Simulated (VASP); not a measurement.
# Ru (P6_3/mmc) in VASP: notebook

The runs below take Ru through single point, with PBE.

Program: VASP 6.6.1. These are calculated values, not measurements. Logs are shortened: lines on timing, memory, paths and dates and some standing lists are left out, and cuts for length are marked.

## Step 1: The cell of the first run

The structure is hexagonal, space group P6_3/mmc (No. 194). The conventional cell has a = 2.724 Å, b = 2.724 Å, c = 4.332 Å, α = 90.00°, β = 90.00°, γ = 120.00°. Ru (site symmetry -6m2) has 12 Ru at 2.68 to 2.72 Å within 3.5 Å.

## Step 2: Single point, PBE

The input, INCAR:

```
  PREC = Accurate
  ENCUT = 520
  EDIFF = 1E-6
  ISMEAR = 0
  SIGMA = 0.1
  LREAL = False
  LASPH = True
  NELM = 60
  ALGO = Normal
  ISIF = 2
  LWAVE = False
  LCHARG = False
  GGA = PE
  NBANDS = 21
```

The input, KPOINTS:

```
regular mesh
0
Gamma
  5 5 3
```

The input, POSCAR:

```
Ru
1.0
    2.7239986100      0.0000000000      0.0000000000
   -1.3619993100      2.3590520000      0.0000000000
    0.0000000000      0.0000000000      4.3320000000
Ru
2
Direct
    0.3333333300      0.6666666700      0.2500000000
    0.6666666700      0.3333333300      0.7500000000
```

Potentials or basis: VASP PAW PBE potentials, release 64 (Ru_pv).

The run is started by

```console
> cat potpaw_PBE.64/Ru_pv/POTCAR > POTCAR
> mpirun -np 1 vasp_std > vasp.out
```

OUTCAR:

```text
PREC = Accurate
   ENCUT = 520
   EDIFF = 1E-6
   ISMEAR = 0
   LREAL = False
   LASPH = True
   NELM = 60
   ISIF = 2
   GGA = PE

 ion  position               nearest neighbor table
   1  0.333  0.667  0.250-   2 2.68   2 2.68   2 2.68   2 2.68   2 2.68   2 2.68
   2  0.667  0.333  0.750-   1 2.68   1 2.68   1 2.68   1 2.68   1 2.68   1 2.68

  LATTYP: Found a hexagonal cell.
 ALAT       =     2.7239986100
 C/A-ratio  =     1.5903091815

  Lattice vectors:

 A1 = (   2.7239986100,   0.0000000000,   0.0000000000)
 A2 = (  -1.3619993100,   2.3590520000,   0.0000000000)
 A3 = (   0.0000000000,   0.0000000000,   4.3320000000)

Analysis of symmetry for initial positions (statically):
=====================================================================
 Subroutine PRICEL returns:
 Original cell was already a primitive cell.

 Routine SETGRP: Setting up the symmetry group for a
 hexagonal supercell.

 Subroutine GETGRP returns: Found 24 space group operations
 (whereof 12 operations were pure point group operations)
 out of a pool of 24 trial point group operations.

The static configuration has the point symmetry D_3d.
 The point group associated with its full space group is D_6h.

Analysis of symmetry for dynamics (positions and initial velocities):
=====================================================================
 Subroutine PRICEL returns:
 Original cell was already a primitive cell.

 Routine SETGRP: Setting up the symmetry group for a
 hexagonal supercell.

 Subroutine GETGRP returns: Found 24 space group operations
 (whereof 12 operations were pure point group operations)
 out of a pool of 24 trial point group operations.

The dynamic configuration has the point symmetry D_3d.
 The point group associated with its full space group is D_6h.

 Subroutine INISYM returns: Found 24 space group operations
 (whereof 12 operations are pure point group operations),
 and found     1 'primitive' translations

----------------------------------------------------------------------------------------

                                     Primitive cell

  volume of cell :      27.8377

  direct lattice vectors                    reciprocal lattice vectors
     2.723998610  0.000000000  0.000000000     0.367107383  0.211949547  0.000000000
    -1.361999310  2.359052000  0.000000000     0.000000000  0.423899092  0.000000000
     0.000000000  0.000000000  4.332000000     0.000000000  0.000000000  0.230840259

  length of vectors
     2.723998610  2.723998616  4.332000000     0.423899093  0.423899092  0.230840259

  position of ions in fractional coordinates (direct lattice)
     0.333333330  0.666666670  0.250000000
     0.666666670  0.333333330  0.750000000

  ion indices of the primitive-cell ions
   primitive index   ion index
                 1           1
                 2           2

----------------------------------------------------------------------------------------

 KPOINTS: regular mesh

Automatic generation of k-mesh.
 Grid dimensions read from file:
 generate k-points for:    5    5    3

 Generating k-lattice:

  Cartesian coordinates                     Fractional coordinates (reciprocal lattice)
     0.073421477  0.042389909  0.000000000     0.200000000  0.000000000  0.000000000
     0.000000000  0.084779818  0.000000000     0.000000000  0.200000000  0.000000000
     0.000000000  0.000000000  0.076946753     0.000000000  0.000000000  0.333333333

  Length of vectors
     0.084779819  0.084779818  0.076946753

  Shift w.r.t. Gamma in fractional coordinates (k-lattice)
     0.000000000  0.000000000  0.000000000

 Subroutine IBZKPT returns following result:
 ===========================================

 Found     10 irreducible k-points:

 Following reciprocal coordinates:
            Coordinates               Weight
  0.000000  0.000000  0.000000      1.000000
  0.200000  0.000000  0.000000      6.000000
  0.400000  0.000000  0.000000      6.000000
  0.200000  0.200000  0.000000      6.000000
  0.400000  0.200000  0.000000      6.000000
  0.000000  0.000000  0.333333      2.000000
  0.200000  0.000000  0.333333     12.000000
  0.400000  0.000000  0.333333     12.000000
  0.200000  0.200000  0.333333     12.000000
  0.400000  0.200000  0.333333     12.000000
   k-points           NKPTS =     10   k-points in BZ     NKDIM =     10   number of bands    NBANDS=     21
   number of dos      NEDOS =    301   number of ions     NIONS =      2
   total plane-waves  NPLWV =  12800
   dimension x,y,z NGX =    20 NGY =   20 NGZ =   32
   dimension x,y,z NGXF=    40 NGYF=   40 NGZF=   64
   ions per type =               2
   NGX,Y,Z   is equivalent  to a cutoff of  12.21, 12.21, 12.28 a.u.
   NGXF,Y,Z  is equivalent  to a cutoff of  24.41, 24.41, 24.56 a.u.
 SYSTEM =  unknown system
   PREC   = accura    normal or accurate (medium, high low for compatibility)
   ISTART =      0    job   : 0-new  1-cont  2-samecut
   ICHARG =      2    charge: 1-file 2-atom 10-const
   ISPIN  =      1    spin polarized calculation?
   LNONCOLLINEAR =      F non collinear calculations
   LSORBIT =      F    spin-orbit coupling
   LASPH  =      T    aspherical Exc in radial PAW
   ENCUT  =  520.0 eV  38.22 Ry    6.18 a.u.   5.06  5.06  8.05*2*pi/ulx,y,z
   NELM   =     60;   NELMIN=  2; NELMDL= -5     # of ELM steps
   EDIFF  = 0.1E-05   stopping-criterion for ELM
   LREAL  =      F    real-space projection
   EDIFFG = 0.1E-04   stopping-criterion for IOM
   NSW    =      0    number of steps for IOM
   IBRION =     -1    ionic relax: 0-MD 1-quasi-New 2-CG
   NFREE  =      0    steps in history (QN), initial steepest desc. (CG)
   ISIF   =      2    stress and relaxation
   ISYM   =      2    0-nonsym 1-usesym 2-fastsym
   POTIM  = 0.5000    time-step for ionic-motion
   TEBEG  =    0.0;   TEEND  =   0.0 temperature during run
   PSTRESS=    0.0 pullay stress
   NELECT =      28.0000    total number of electrons
   NUPDOWN=      -1.0000    fix difference up-down
   EMIN   =  10.00;   EMAX   =-10.00  energy-range for DOS
   EFERMI =   0.00;   METHOD = LEGACY
   ISMEAR =     0;   SIGMA  =   0.10  broadening in eV -4-tet -1-fermi 0-gaus
   EFERMI_NEDOS =   21; number of points for ismear=-14 and -15
   IALGO  =     38    algorithm
   IMIX   =      4    mixing-type and parameters
     AMIX     =   0.40;   BMIX     =  1.00
     AMIX_MAG =   1.60;   BMIX_MAG =  1.00
  volume/ion in A,a.u.               =      13.92        93.93
  Fermi-wavevector in a.u.,A,eV,Ry     =   1.640275  3.099670 36.606485  2.690501
  Thomas-Fermi vector in A             =   2.730940
   LORBIT       =      0    0 simple, 1 ext, 2 COOP (PROOUT), +10 PAW based schemes
   GGA     = PE    functional components
   LHFCALC =     F    Hartree Fock is set to
   AEXX    =    0.0000 exact exchange contribution
   IVDW    =     0    specifies the selected vdW correction
   LEPSILON=     F    determine dielectric tensor
   LRPA    =     F    only Hartree local field effects (RPA)
 non-spin polarized calculation
 Gauss-broadening in eV      SIGMA  =   0.10
  energy-cutoff  :      520.00
  volume of cell :       27.84
 maximum number of plane-waves:       759
   NGX = 11   NGY = 11   NGZ = 17

 number of electron      28.0000015 magnetization

 Free energy of the ion-electron system (eV)
  ---------------------------------------------------
  ext. energy  EPLUGINS =         0.00000000
  ---------------------------------------------------
  free energy    TOTEN  =       -18.48162538 eV

  energy without entropy =      -18.46931856  energy(sigma->0) =      -18.47547197

 E-fermi :  12.5010     XC(G=0): -13.9512

 val. band max:       12.4997405447   @ k =   0.4000   0.0000   0.3333
 cond. band min:      12.6019356646   @ k =   0.2000   0.0000   0.3333
 fundamental gap:      0.1021951199
 Fermi energy:        12.5009717531

 k-point     1 :       0.0000    0.0000    0.0000
  band No.  band energies     occupation
      1     -31.0595      2.00000
      2     -30.2108      2.00000
      3     -30.2108      2.00000
      4     -30.0569      2.00000
      5     -30.0569      2.00000
      6     -30.0126      2.00000
[... 13 lines left out ...]
     20      23.0301      0.00000
     21      23.0349      0.00000

 k-point     2 :       0.2000    0.0000    0.0000
  band No.  band energies     occupation
      1     -30.9406      2.00000
      2     -30.4530      2.00000
      3     -30.3037      2.00000
      4     -30.2891      2.00000
      5     -30.0935      2.00000
      6     -30.0698      2.00000
[... 13 lines left out ...]
     20      23.0301      0.00000
     21      23.0333      0.00000

 k-point     3 :       0.4000    0.0000    0.0000
  band No.  band energies     occupation
      1     -30.8444      2.00000
      2     -30.6836      2.00000
      3     -30.6773      2.00000
      4     -30.4068      2.00000
      5     -30.2261      2.00000
      6     -30.1594      2.00000
[... 13 lines left out ...]
     20      23.0058      0.00000
     21      23.0361      0.00000

 k-point     4 :       0.2000    0.2000    0.0000
  band No.  band energies     occupation
      1     -30.7458      2.00000
      2     -30.6587      2.00000
      3     -30.6438      2.00000
      4     -30.3800      2.00000
      5     -30.2327      2.00000
      6     -30.1832      2.00000
[... 13 lines left out ...]
     20      23.0296      0.00000
     21      23.0312      0.00000

 k-point     5 :       0.4000    0.2000    0.0000
  band No.  band energies     occupation
      1     -30.8388      2.00000
      2     -30.6700      2.00000
      3     -30.5507      2.00000
      4     -30.5445      2.00000
      5     -30.3337      2.00000
      6     -30.3295      2.00000
[... 13 lines left out ...]
     20      23.0297      0.00000
     21      23.0313      0.00000

 k-point     6 :       0.0000    0.0000    0.3333
  band No.  band energies     occupation
      1     -30.8077      2.00000
      2     -30.2848      2.00000
      3     -30.1726      2.00000
      4     -30.1726      2.00000
      5     -30.0956      2.00000
      6     -30.0956      2.00000
[... 13 lines left out ...]
     20      23.0301      0.00000
     21      26.5022      0.00000

 k-point     7 :       0.2000    0.0000    0.3333
  band No.  band energies     occupation
      1     -30.7905      2.00000
      2     -30.4791      2.00000
      3     -30.3481      2.00000
      4     -30.2407      2.00000
      5     -30.1591      2.00000
      6     -30.1429      2.00000
[... 13 lines left out ...]
     20      23.0300      0.00000
     21      26.1792      0.00000

 k-point     8 :       0.4000    0.0000    0.3333
  band No.  band energies     occupation
      1     -30.9498      2.00000
      2     -30.8401      2.00000
      3     -30.4144      2.00000
      4     -30.3457      2.00000
      5     -30.2221      2.00000
      6     -30.2196      2.00000
[... 13 lines left out ...]
     20      23.0293      0.00000
     21      23.2479      0.00000

 k-point     9 :       0.2000    0.2000    0.3333
  band No.  band energies     occupation
      1     -30.8411      2.00000
      2     -30.7379      2.00000
      3     -30.4163      2.00000
      4     -30.4095      2.00000
      5     -30.2702      2.00000
      6     -30.1664      2.00000
[... 13 lines left out ...]
     20      23.0297      0.00000
     21      25.5916      0.00000

 k-point    10 :       0.4000    0.2000    0.3333
  band No.  band energies     occupation
      1     -30.9121      2.00000
      2     -30.8382      2.00000
      3     -30.5764      2.00000
      4     -30.4346      2.00000
      5     -30.2902      2.00000
      6     -30.2053      2.00000
[... 13 lines left out ...]
     20      23.0236      0.00000
     21      23.2406      0.00000

------------------------ aborting loop because EDIFF is reached ----------------------------------------

  FORCE on cell =-STRESS in cart. coord.  units (eV):
  Direction    XX          YY          ZZ          XY          YZ          ZX
  --------------------------------------------------------------------------------------
  -------------------------------------------------------------------------------------
  Total       -0.8722727     -0.8722727     -0.4249058      0.0000000      0.0000000      0.0000000
  in kB      -50.2030382    -50.2030383    -24.4551551      0.0000001      0.0000000      0.0000000
  external PRESSURE =     -41.6204105 kB  Pullay stress =       0.0000000 kB

 VOLUME and BASIS-vectors are now :
 -----------------------------------------------------------------------------
  energy-cutoff  :      520.00
  volume of cell :       27.84
      direct lattice vectors                 reciprocal lattice vectors
     2.723998610  0.000000000  0.000000000     0.367107383  0.211949547  0.000000000
    -1.361999310  2.359052000  0.000000000     0.000000000  0.423899092  0.000000000
     0.000000000  0.000000000  4.332000000     0.000000000  0.000000000  0.230840259

 POSITION                                       TOTAL-FORCE (eV/Angst)
 -----------------------------------------------------------------------------------
     -0.00000      1.57270      1.08300         0.000000     -0.000000      0.000000
      1.36200      0.78635      3.24900        -0.000000      0.000000      0.000000
 -----------------------------------------------------------------------------------
    total drift:                               -0.000005      0.000003     -0.000000

  FREE ENERGIE OF THE ION-ELECTRON SYSTEM (eV)
  ---------------------------------------------------
  free  energy   TOTEN  =       -18.4816253800 eV

  energy  without entropy=      -18.4693185551  energy(sigma->0) =      -18.47547197
```

Run time: 4.6 s. Hardware: 1 thread of Intel Xeon Platinum 8488C (Sapphire Rapids), shared host; peak memory 0.13 GiB.

What came out:

| Property | Result |
| --- | --- |
| Free energy | -18.4816 eV |
| Pressure | -4.2 GPa |
| Band gap on the k mesh | zero (band 14 reaches 13.40 eV, above the bottom of band 15 at 11.16 eV) |

Caveat: the k points lie up to 0.53 Å⁻¹ apart.

(Part 1 of 2 ends here.)
